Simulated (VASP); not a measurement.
PtSe2: single point with PBE+D3(BJ)

The system is PtSe2, a slab with vacuum.

```
Se Pt
1.0
     3.70704    0.00000    0.00000
    -1.85352    3.21039    0.00000
     0.00000    0.00000   22.79816
Se Pt
4 2
Direct
  0.66667 0.33333 0.19738
  0.33333 0.66667 0.31358
  0.11111 0.88889 0.43684
  0.77778 0.22222 0.55303
  0.00000 0.00000 0.25548
  0.44444 0.55556 0.49494
```

```json
{
 "Program": "VASP 6.6.1",
 "Task": "single point",
 "Functional": "PBE",
 "Dispersion": "D3(BJ)",
 "Potentials or basis": "VASP PAW PBE potentials, release 64 (Se, Pt)",
 "Cutoff": "520 eV",
 "k mesh": "9 × 9 × 1",
 "Occupations": "gaussian, width 0.05 eV",
 "Spin": "no spin polarisation"
}
```

- Largest force: 0.253 eV/Å
- Band gap on the k mesh: 0.47 eV, indirect (least direct gap 0.94 eV)
- Dispersion energy per atom: -0.368 eV

Forces on the atoms (eV/Å):
```
Se   0.063 -0.036 -0.037
Se   0.117 -0.068 -0.214
Se  -0.117  0.068  0.214
Se  -0.063  0.036  0.037
Pt  -0.034  0.019  0.049
Pt   0.034 -0.019 -0.049
```

Levels at points of the mesh, in eV from the valence-band top:
| k point | band 19 | band 20 | band 21 | band 22 | band 23 | band 24 | band 25 | band 26 |
| --- | --- | --- | --- | --- | --- | --- | --- | --- |
| (0.00, 0.00, 0.00) | -0.77 | -0.73 | -0.73 | -0.32 | 2.08 | 2.14 | 2.27 | 2.33 |

Wall time 11 min on 1 thread of AMD EPYC 7571, on a shared host, peak memory 0.44 GiB.

Caveat: spin-orbit coupling is left out, which moves the levels of the heavy elements.
